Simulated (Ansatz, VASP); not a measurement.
Two plane-wave programs on AlNi3

```xyz
4
Lattice="0.0000 2.8019 2.8019 2.8019 0.0000 2.8019 2.8019 2.8019 0.0000" Properties=species:S:1:pos:R:3 pbc="T T T"
Al    2.8019    2.8019    2.8019
Ni    1.4009    1.4009    1.4009
Ni    0.0000    0.0000    0.0000
Ni    4.2028    4.2028    4.2028
```

Alike in both runs: task single point; functional PBEsol; k mesh 14 × 14 × 14; no spin polarisation.

|  | VASP | Ansatz |
| --- | --- | --- |
| version | VASP 6.6.1 | Ansatz 0.2.0 |
| potentials or method | VASP PAW PBE potentials, release 64 (Al, Ni), cutoff 520 eV | scalar-relativistic, plane waves, PAW |
| occupations | methfessel-paxton of order 1, width 0.01 eV | cold, width 0.01 eV |
| valence electrons in the cell | 33 | 57 |

```tsv
	VASP	Ansatz	Ansatz less VASP
gap on the k mesh at the Fermi level (eV)	none	none	-
pressure (GPa)	-0.6	-0.8	-0.20
```

VASP's potentials were made for PBE, not for PBEsol. A gap of «none» marks a metal or a gap that the smearing closes. VASP's potentials hold 33 valence electrons a cell and Ansatz's 57, so a difference there can come from the potentials and not from the codes.
